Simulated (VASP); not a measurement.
**In: single point with PBE**

Crystal: In.

```
In
1.0
    -1.88253    1.88253    1.88253
     1.88253   -1.88253    1.88253
     1.88253    1.88253   -1.88253
In
1
Direct
  0.00000 0.00000 0.00000
```

```
Program             : VASP 6.6.1
Task                : single point
Functional          : PBE
Potentials or basis : VASP PAW PBE potentials, release 64 (In_d)
Cutoff              : 520 eV
k mesh              : 18 × 18 × 18
Occupations         : gaussian, width 0.15 eV
Spin                : no spin polarisation
```

```json
{"Pressure": "1.5 GPa"}
```

Levels at points of the mesh, in eV from the Fermi level:
```tsv
k point	band 3	band 4	band 5	band 6	band 7	band 8	band 9	band 10
(0.00, 0.00, 0.00)	-14.68	-14.41	-14.41	-9.42	10.88	10.88	10.88	12.93
(0.50, 0.00, 0.00)	-14.43	-14.42	-14.25	-3.93	-3.12	5.82	7.25	9.99
(0.50, 0.50, 0.50)	-14.29	-14.29	-14.29	0.88	1.25	1.25	1.25	5.23
```

Wall time 43 s on 1 thread of Intel Xeon 6975P-C, with other jobs on the host, peak memory 0.18 GiB.

Caveat: spin-orbit coupling is left out, which moves the levels of the heavy elements.
